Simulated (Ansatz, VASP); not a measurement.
Two plane-wave programs on SbSe2

INCAR

```
ALGO = Normal
EDIFF = 1E-7
EDIFFG = -0.01
ENCUT = 600
GGA = PE
IBRION = 2
ISIF = 3
ISMEAR = 0
LASPH = True
LCHARG = False
LREAL = False
LWAVE = False
NELM = 80
NSW = 100
PREC = Accurate
SIGMA = 0.1
```

The input KPOINTS:

```
k-points
0
Gamma
  12 12 12
```

POSCAR

```
SbSe2
1.0
    0.0000000000      3.4571247144      3.4571247144
    3.4571247144      0.0000000000      3.4571247144
    3.4571247144      3.4571247144      0.0000000000
Sb Se
1 2
Direct
    0.0000000000      0.0000000000      0.0000000000
    0.2500000000      0.2500000000      0.2500000000
    0.7500000000      0.7500000000      0.7500000000
```

Input for Ansatz:

```yaml
crystal:
  lattice:
    - [0.0, 3.4571247144, 3.4571247144]
    - [3.4571247144, 0.0, 3.4571247144]
    - [3.4571247144, 3.4571247144, 0.0]
  atoms:
    - { symbol: Sb, position: [0.0, 0.0, 0.0] }
    - { symbol: Se, position: [0.25, 0.25, 0.25] }
    - { symbol: Se, position: [0.75, 0.75, 0.75] }
basis:
  ecutwfc: 420
kpoints:
  mp_grid: { grid: [12, 12, 12] }
hamiltonian:
  xc: pbe
scf:
  occupations: { method: gaussian, width: 0.1 }
output:
  forces: true
  stress: true
  eigenvalues: true
relax:
  adjacent_minimum: "off"
  f_tol: 0.01
  max_steps: 80
  cell: { stress_tol: 0.05 }
```

Change from the starting cell: species swapped into the Al2Au type (Fm-3m, No. 225).

Alike in both runs: task relaxation of cell and atoms; functional PBE; k mesh 12 × 12 × 12; occupations gaussian, width 0.1 eV; no spin polarisation.

|  | VASP | Ansatz |
| --- | --- | --- |
| version | VASP 6.6.1 | Ansatz 0.2.0 |
| potentials or method | VASP PAW PBE potentials, release 64 (Sb, Se), cutoff 600 eV | scalar-relativistic, plane waves, PAW |
| valence electrons in the cell | 17 | 47 |

VASP gave:

* gap on the k mesh at the Fermi level, each at its own relaxed structure (eV): none
* relaxed volume (Å³/atom): 27.44
* relaxed cell length with the largest relative difference (Å): 4.883

Task: Estimate Ansatz's values.

Result: gap on the k mesh at the Fermi level, each at its own relaxed structure (eV): none; relaxed volume (Å³/atom): 27.49; relaxed cell length with the largest relative difference (Å): 4.886.

A gap of «none» marks a metal or a gap that the smearing closes. VASP's potentials hold 17 valence electrons a cell and Ansatz's 47, so a difference there can come from the potentials and not from the codes.

Spin-orbit coupling is off throughout.
